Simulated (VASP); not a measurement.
# Ir (Fm-3m) in VASP: notebook, part 2 of 2

VASP 6.6.1. Earlier steps stand in the parts before.

### 4 Relaxation of cell and atoms, LDA, target pressure 68 GPa, at which the enthalpy is minimised

Contents of INCAR:

```
ALGO = Normal
EDIFF = 1E-7
EDIFFG = -0.005
ENCUT = 600
GGA = CA
IBRION = 2
ISIF = 3
ISMEAR = -1
LASPH = T
LCHARG = F
LREAL = F
LWAVE = F
NELM = 60
NSW = 60
PREC = Accurate
PSTRESS = 680.0
SIGMA = 0.08
```

Contents of KPOINTS:

```
k-points
0
Gamma
  18 18 18
```

Contents of POSCAR:

```
Ir
1.0
    0.0000000000      1.8289665374      1.8289665374
    1.8289665374      0.0000000000      1.8289665374
    1.8289665374      1.8289665374      0.0000000000
Ir
1
Direct
    0.0000000000      0.0000000000      0.0000000000
```

Potentials or basis: VASP PAW LDA potentials, release 64 (Ir).

On the command line:

```bash
cat potpaw_LDA.64/Ir/POTCAR > POTCAR
mpirun -np 1 vasp_std > vasp.out
```

OUTCAR:

```text
EDIFF = 1E-7
   EDIFFG = -0.005
   ENCUT = 600
   GGA = CA
   IBRION = 2
   ISIF = 3
   ISMEAR = -1
   LASPH = T
   LREAL = F
   NELM = 60
   NSW = 60
   PREC = Accurate
   PSTRESS = 680.0

 ion  position               nearest neighbor table
   1  0.000  0.000  0.000-

  LATTYP: Found a face centered cubic cell.
 ALAT       =     3.6579330748

  Lattice vectors:

 A1 = (   0.0000000000,   1.8289665374,   1.8289665374)
 A2 = (   1.8289665374,   0.0000000000,   1.8289665374)
 A3 = (   1.8289665374,   1.8289665374,   0.0000000000)

Analysis of symmetry for initial positions (statically):
=====================================================================
 Subroutine PRICEL returns:
 Original cell was already a primitive cell.

 Routine SETGRP: Setting up the symmetry group for a
 face centered cubic supercell.

 Subroutine GETGRP returns: Found 48 space group operations
 (whereof 48 operations were pure point group operations)
 out of a pool of 48 trial point group operations.

[... 168 lines left out ...]
  -------------------------------------------------------------------------------------
  Total        5.5395807      5.5395807      5.5395807      0.0000000      0.0000000      0.0000000
  in kB      725.3376226    725.3376226    725.3376226      0.0000000      0.0000000      0.0000000
  external PRESSURE =      45.3376226 kB  Pullay stress =     680.0000000 kB
[... 98 lines left out ...]
--------------------------------------- Ionic step        4  -------------------------------------------

 number of electron       9.0000000 magnetization

 Free energy of the ion-electron system (eV)
  ---------------------------------------------------
  ext. energy  EPLUGINS =         0.00000000
  ---------------------------------------------------
  free energy    TOTEN  =       -10.03289252 eV

  energy without entropy =      -10.01715123  energy(sigma->0) =      -10.02502187

 E-fermi :  12.9759     XC(G=0): -14.9523

 val. band max:       12.9722072735   @ k =   0.5000   0.2222   0.1111
 cond. band min:      13.0150448414   @ k =   0.3333   0.1111   0.0556
 fundamental gap:      0.0428375679
 Fermi energy:        12.9759157690

 k-point     1 :       0.0000    0.0000    0.0000
  band No.  band energies     occupation
      1       0.2793      2.00000
      2       8.1020      2.00000
      3       8.1020      2.00000
      4       8.1020      2.00000
      5      11.4899      2.00000
      6      11.4899      2.00000
      7      26.8888      0.00000
      8      33.2959      0.00000
[... 243 lines left out ...]
 k-point    24 :      -0.2222    0.0556    0.0000
  band No.  band energies     occupation
      1       2.7431      2.00000
      2       7.3497      2.00000
      3       8.6624      2.00000
      4       8.7667      2.00000
      5      11.0700      2.00000
      6      12.1700      1.99992
      7      27.4902      0.00000
      8      30.8006      0.00000

 [... further k-points ...]

------------------------ aborting loop because EDIFF is reached ----------------------------------------

  FORCE on cell =-STRESS in cart. coord.  units (eV):
  Direction    XX          YY          ZZ          XY          YZ          ZX
  --------------------------------------------------------------------------------------
  -------------------------------------------------------------------------------------
  Total        5.2251696      5.2251696      5.2251696      0.0000000      0.0000000      0.0000000
  in kB      679.9178675    679.9178675    679.9178675      0.0000000      0.0000000      0.0000000
  external PRESSURE =      -0.0821325 kB  Pullay stress =     680.0000000 kB
[... 20 lines left out ...]
  energy  without entropy=      -10.0171512293  energy(sigma->0) =      -10.02502187

  enthalpy is  TOTEN    =        -4.8070917546 eV   P V=        5.2258007654

 reached required accuracy - stopping structural energy minimisation
```

OSZICAR:

```text
N       E                     dE             d eps       ncg     rms          rms(c)
DAV:   1     0.487662938223E+02    0.48766E+02   -0.50598E+03  3144   0.119E+03
DAV:   2    -0.988385042657E+01   -0.58650E+02   -0.57088E+02  3160   0.226E+02
[... 27 lines left out ...]
DAV:   7    -0.100336390973E+02   -0.33242E-07   -0.43063E-08  2776   0.213E-03
   3 F= -.48070911E+01 E0= -.47992187E+01  d E =-.107407E-02
       N       E                     dE             d eps       ncg     rms          rms(c)
DAV:   1    -0.100328933608E+02    0.74570E-03   -0.37344E-05  3464   0.108E-01    0.146E-02
DAV:   2    -0.100328926330E+02    0.72788E-06   -0.15661E-06  3624   0.188E-02    0.517E-03
DAV:   3    -0.100328925191E+02    0.11383E-06   -0.43199E-07  2672   0.928E-03    0.744E-04
DAV:   4    -0.100328925200E+02   -0.86300E-09   -0.18946E-08  1648   0.161E-03
   4 F= -.48070918E+01 E0= -.47992211E+01  d E =-.107470E-02
```

CONTCAR:

```text
Ir
   1.00000000000000
    -0.0000000000000000    1.8327708720511295    1.8327708720511295
     1.8327708720511295    0.0000000000000000    1.8327708720511295
     1.8327708720511295    1.8327708720511295    0.0000000000000000
  Ir
     1
Direct
     0.0000000000000000    0.0000000000000000    0.0000000000000000

  0.00000000E+00  0.00000000E+00  0.00000000E+00
```

Wall time 82 s (1 thread of Intel Xeon 8259CL, shared host); peak memory 0.17 GiB.

Results:

- Free energy: -10.0329 eV
- Relaxed volume: 12.31 Å³/atom
- Relaxed cell: a = 2.592 Å, b = 2.592 Å, c = 2.592 Å, α = 60.00°, β = 60.00°, γ = 60.00°
- Space group after relaxing (to 0.1 Å): Fm-3m (No. 225)
- Energy change on relaxing (the run minimises the enthalpy): -33.5 meV/atom
- Ionic steps: 4
- Pressure after relaxing: 68.0 GPa
- Band gap on the k mesh: zero (an odd number of electrons rules out a gap without spin polarisation)

Step by step:
| step | energy change (eV) | largest force (eV/Å) | pressure (GPa) | volume (Å³) |
| --- | --- | --- | --- | --- |
| 1 | 0.0000 | 0.0000 | 72.53 | 12.24 |
| 2 | -0.2153 | 0.0000 | 39.57 | 12.86 |
| 3 | -0.0343 | 0.0000 | 67.90 | 12.31 |
| 4 | -0.0335 | 0.0000 | 67.99 | 12.31 |

Final structure:
```
CELL_PARAMETERS angstrom
0.00000 1.83277 1.83277
1.83277 0.00000 1.83277
1.83277 1.83277 0.00000
ATOMIC_POSITIONS crystal
Ir 0.00000 0.00000 0.00000
```

Levels at points of the mesh, in eV from the Fermi level:
| k point | band 1 | band 2 | band 3 | band 4 | band 5 | band 6 | band 7 | band 8 |
| --- | --- | --- | --- | --- | --- | --- | --- | --- |
| (0.00, 0.00, 0.00) | -12.70 | -4.87 | -4.87 | -4.87 | -1.49 | -1.49 | 13.91 | 20.32 |
| (0.50, 0.00, 0.00) | -9.75 | -5.01 | -5.01 | -1.06 | 1.14 | 1.14 | 8.81 | 13.50 |
| (0.50, 0.50, 0.00) | -9.72 | -9.08 | 1.13 | 1.77 | 1.87 | 1.87 | 12.35 | 12.35 |

Caveat: the cell is relaxed towards a set pressure, so the run minimises the enthalpy, not the energy; spin-orbit coupling is left out, which moves the levels of the heavy elements.

### 5 Relaxation of cell and atoms, LDA, target pressure 68 GPa, at which the enthalpy is minimised

Contents of INCAR:

```
SYSTEM = Ir
PREC = Accurate ; ENCUT = 600
EDIFF = 1E-6 ; ISMEAR = -1
SIGMA = 0.08 ; LREAL = .FALSE.
LASPH = .TRUE. ; NELM = 60
ALGO = Normal ; ISIF = 3
LWAVE = .FALSE. ; LCHARG = .FALSE.
IBRION = 2 ; NSW = 32
EDIFFG = -0.005 ; PSTRESS = 680.0
```

Contents of KPOINTS:

```
Automatic mesh
0
G
  18 18 18
  0 0 0
```

Contents of POSCAR:

```
Ir
1.0
    0.0000000000      1.8287476375      1.8287476375
    1.8287476375      0.0000000000      1.8287476375
    1.8287476375      1.8287476375      0.0000000000
Ir
1
Direct
    0.0000000000      0.0000000000      0.0000000000
```

On the command line:

```bash
cat potpaw_LDA.64/Ir/POTCAR > POTCAR
mpirun -np 1 vasp_std > vasp.out
```

It took 61 s on 1 thread of Intel Xeon 8259CL, shared host; peak memory 0.17 GiB.

The run converged. Its results:

| Property | Result |
| --- | --- |
| Free energy | -10.0329 eV |
| Relaxed volume | 12.31 Å³/atom |
| Relaxed cell | a = 2.592 Å, b = 2.592 Å, c = 2.592 Å, α = 60.00°, β = 60.00°, γ = 60.00° |
| Space group after relaxing (to 0.1 Å) | Fm-3m (No. 225) |
| Energy change on relaxing (the run minimises the enthalpy) | -35.5 meV/atom |
| Ionic steps | 4 |
| Pressure after relaxing | 67.9 GPa |
| Band gap on the k mesh | zero (an odd number of electrons rules out a gap without spin polarisation) |

The path:
```tsv
step	energy change (eV)	largest force (eV/Å)	pressure (GPa)	volume (Å³)
1	0.0000	0.0000	72.80	12.23
2	-0.2249	0.0000	38.11	12.89
3	-0.0364	0.0000	67.89	12.31
4	-0.0355	0.0000	67.94	12.31
```

Final structure:
```
CELL_PARAMETERS angstrom
0.00000 1.83277 1.83277
1.83277 0.00000 1.83277
1.83277 1.83277 0.00000
ATOMIC_POSITIONS crystal
Ir 0.00000 0.00000 0.00000
```

Levels at points of the mesh, in eV from the Fermi level:
```tsv
k point	band 1	band 2	band 3	band 4	band 5	band 6	band 7	band 8
(0.00, 0.00, 0.00)	-12.70	-4.87	-4.87	-4.87	-1.49	-1.49	13.91	20.32
(0.50, 0.00, 0.00)	-9.75	-5.01	-5.01	-1.06	1.14	1.14	8.81	13.50
(0.50, 0.50, 0.00)	-9.72	-9.08	1.13	1.77	1.87	1.87	12.35	12.35
```

Caveat: the cell is relaxed towards a set pressure, so the run minimises the enthalpy, not the energy; spin-orbit coupling is left out, which moves the levels of the heavy elements.

### 6 Summary

```tsv
task	cell	cutoff (eV)	gap on the mesh (eV)	pressure (GPa)
single point	a = 2.586 Å, angles 60.0°, 1 atom	520	none	72.8
relaxation of cell and atoms	relaxed to 68 GPa from a = 2.587 Å, angles 60.0°, 1 atom	600	none	68.0
relaxation of cell and atoms	relaxed to 68 GPa from a = 2.586 Å, angles 60.0°, 1 atom	600	none	67.9
```

Alike in all rows: level LDA; potentials or basis VASP PAW LDA potentials, release 64 (Ir); no spin polarisation; k mesh 18 × 18 × 18; smearing fermi-dirac 0.08 eV.

Caveats: spin-orbit coupling is left out, which moves the levels of the heavy elements; the cell is relaxed towards a set pressure, so the run minimises the enthalpy, not the energy (at least some runs); the cell stands under pressure (at least some runs).

Total energies depend on the potentials used, so only differences within one code and one set of settings carry meaning.
